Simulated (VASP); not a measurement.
Write the native input for VASP 6.6.1 that does the following.

| Item | Value |
| --- | --- |
| Task | relaxation of cell and atoms |
| Functional | r2SCAN |
| Potentials or basis | VASP PAW PBE potentials, release 64 (Pb_d) |
| Cutoff | 600 eV |
| k mesh | 18 × 18 × 18 |
| Occupations | gaussian, width 0.1 eV |
| Spin | no spin polarisation |
| Dipole correction | no |
| Further INCAR settings | ALGO = Normal; EDIFF = 1e-06; IBRION = 2; EDIFFG = -0.01; NSW = 100; ISIF = 3 |

Crystal: Pb.

```
CELL_PARAMETERS angstrom
3.39135 0.00000 0.00000
-1.69567 2.93699 0.00000
0.00000 0.00000 3.16879
ATOMIC_POSITIONS crystal
Pb 0.00000 0.00000 0.00000
```

This isn't the form of Pb at room conditions, which is fcc.

These files were run (other wordings do the same):

POSCAR

```
Pb
1.0
    3.3913488344      0.0000000000      0.0000000000
   -1.6956744172      2.9369942437      0.0000000000
    0.0000000000      0.0000000000      3.1687915671
Pb
1
Direct
    0.0000000000      0.0000000000      0.0000000000
```

INCAR.step1

```
ALGO = Normal
EDIFF = 1E-4
ENCUT = 600
GGA = PE
ISMEAR = 0
LASPH = T
LCHARG = F
LREAL = F
LWAVE = T
NELM = 60
PREC = Accurate
SIGMA = 0.1
```

INCAR.step2

```
ALGO = Normal
EDIFF = 1E-6
EDIFFG = -0.01
ENCUT = 600
IBRION = 2
ISIF = 3
ISMEAR = 0
ISTART = 1
LASPH = T
LCHARG = F
LMIXTAU = T
LREAL = F
LWAVE = F
METAGGA = R2SCAN
NELM = 60
NSW = 100
PREC = Accurate
SIGMA = 0.1
```

KPOINTS

```
k-points
0
Gamma
  18 18 18
```

Potentials or basis: VASP PAW PBE potentials, release 64 (Pb_d).

The run is started by

```sh
$ cat potpaw_PBE.64/Pb_d/POTCAR > POTCAR
$ cp INCAR.step1 INCAR
$ mpirun -np 1 vasp_std > vasp.out
$ cp INCAR.step2 INCAR
$ mpirun -np 1 vasp_std > vasp.out
```

Results of the run:

* Relaxed volume: 32.06 Å³/atom
* Relaxed cell: a = 3.389 Å, b = 3.389 Å, c = 3.222 Å, α = 90.00°, β = 90.00°, γ = 120.00°
* Space group after relaxing (to 0.1 Å): P6/mmm (No. 191)
* Energy gained by relaxing: 3.2 meV/atom
* Ionic steps: 10
* Pressure after relaxing: 0.0 GPa
* Band gap on the k mesh: zero (bands 7 and 8 overlap by 7.41 eV)

Caveat: the PAW data sets were made with another functional, which shifts forces and pressure a little; spin-orbit coupling is left out, which moves the levels of the heavy elements.

Wall time 62 min on 1 thread of Oxide Virtual Turin-like Processor, on a shared host, peak memory 0.27 GiB.
